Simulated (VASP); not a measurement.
Pt: single point with PBEsol

Pt:

```xyz
2
Lattice="2.7970 0.0000 0.0000 -1.3985 2.4223 0.0000 0.0000 0.0000 4.8552" Properties=species:S:1:pos:R:3 pbc="T T T"
Pt    1.3985    0.8074    3.6414
Pt    0.0000    1.6148    1.2138
```

```json
{"Program": "VASP 6.6.1", "Task": "single point", "Functional": "PBEsol", "Potentials or basis": "VASP PAW PBE potentials, release 64 (Pt)", "Cutoff": "520 eV", "k mesh": "12 × 12 × 6", "Occupations": "fermi-dirac, width 0.1 eV", "Spin": "no spin polarisation"}
```

```yaml
Pressure: -18.6 GPa
Band_gap_on_the_k_mesh: zero (band 10 reaches 9.94 eV, above the bottom of band 11 at 8.74 eV)
```

Stress tensor (GPa, compression positive):
```
-18.71   0.00   0.00
  0.00 -18.71   0.00
  0.00   0.00 -18.35
```

Levels at points of the mesh, in eV from the Fermi level:
```tsv
k point	band 6	band 7	band 8	band 9	band 10	band 11	band 12	band 13	band 14	band 15
(0.00, 0.00, 0.00)	-2.87	-2.87	-1.68	-1.68	-0.61	-0.21	-0.21	4.38	15.15	15.65
(0.50, 0.00, 0.00)	-2.75	-2.43	0.00	0.27	0.45	2.16	3.57	7.02	8.59	9.09
(0.00, 0.00, 0.50)	-3.20	-3.20	-3.20	-0.74	-0.74	-0.74	-0.74	11.57	11.57	15.53
(0.50, 0.00, 0.50)	-1.68	-0.79	-0.79	0.37	0.37	1.68	1.68	6.12	6.12	13.90
```

Wall time 12 s on 1 thread of Intel(R) Xeon(R) 6975P-C (Granite Rapids), with other jobs on the host, peak memory 0.17 GiB.

Caveat: the PAW data sets were made with another functional, which shifts forces and pressure a little; spin-orbit coupling is left out, which moves the levels of the heavy elements.
